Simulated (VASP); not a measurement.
A run of VASP 6.6.1:

File POSCAR:

```
ZnS
1.0
    3.8733393790      0.0000000000      0.0000000000
   -1.9366696895      3.3544102997      0.0000000000
    0.0000000000      0.0000000000      6.2457351519
Zn S
2 2
Direct
    0.3333333333      0.6666666667      0.0053880718
    0.6666666667      0.3333333333      0.5053880718
    0.3333333333      0.6666666667      0.3796119282
    0.6666666667      0.3333333333      0.8796119282
```

The input INCAR.step1:

```
SYSTEM = ZnS
PREC     = Accurate       ! precision mode
ENCUT    = 520            ! plane-wave cutoff, eV
ISMEAR   = 0              ! smearing method
SIGMA    = 0.05           ! smearing width, eV
LREAL    = .FALSE.        ! projectors in reciprocal space
LASPH    = .TRUE.         ! aspherical terms in the spheres
NELM     = 100            ! most SCF steps
NBANDS   = 26             ! bands
GGA      = PE             ! functional
ALGO     = Normal         ! electronic algorithm
EDIFF    = 1E-4           ! SCF threshold, eV
LWAVE    = .TRUE.         ! write WAVECAR
LCHARG   = .FALSE.        ! write CHGCAR
```

INCAR.step2

```
SYSTEM = ZnS
PREC     = Accurate       ! precision mode
ENCUT    = 520            ! plane-wave cutoff, eV
EDIFF    = 1E-6           ! SCF threshold, eV
ISMEAR   = 0              ! smearing method
SIGMA    = 0.05           ! smearing width, eV
LREAL    = .FALSE.        ! projectors in reciprocal space
LASPH    = .TRUE.         ! aspherical terms in the spheres
NELM     = 100            ! most SCF steps
ALGO     = Normal         ! electronic algorithm
ISIF     = 2              ! what is computed and relaxed
LWAVE    = .FALSE.        ! write WAVECAR
LCHARG   = .FALSE.        ! write CHGCAR
METAGGA  = R2SCAN         ! meta-GGA
LMIXTAU  = .TRUE.       
NBANDS   = 26             ! bands
ISTART   = 1
```

File KPOINTS:

```
regular mesh
0
G
  6 6 4
  0 0 0
```

Potentials or basis: VASP PAW PBE potentials, release 64 (Zn, S).

Run with:

```bash
$ cat potpaw_PBE.64/Zn/POTCAR potpaw_PBE.64/S/POTCAR > POTCAR
$ cp INCAR.step1 INCAR
$ mpirun -np 1 vasp_std > vasp.out
$ cp INCAR.step2 INCAR
$ mpirun -np 1 vasp_std > vasp.out
```

Hardware: 1 thread of Intel(R) Xeon(R) 6975P-C (Granite Rapids), with other jobs on the host.

**Question.** Estimate the wall time of this run.

**Answer.** Wall time 83 s on 1 thread of Intel(R) Xeon(R) 6975P-C (Granite Rapids), with other jobs on the host, peak memory 0.22 GiB. Counts: k points 21.
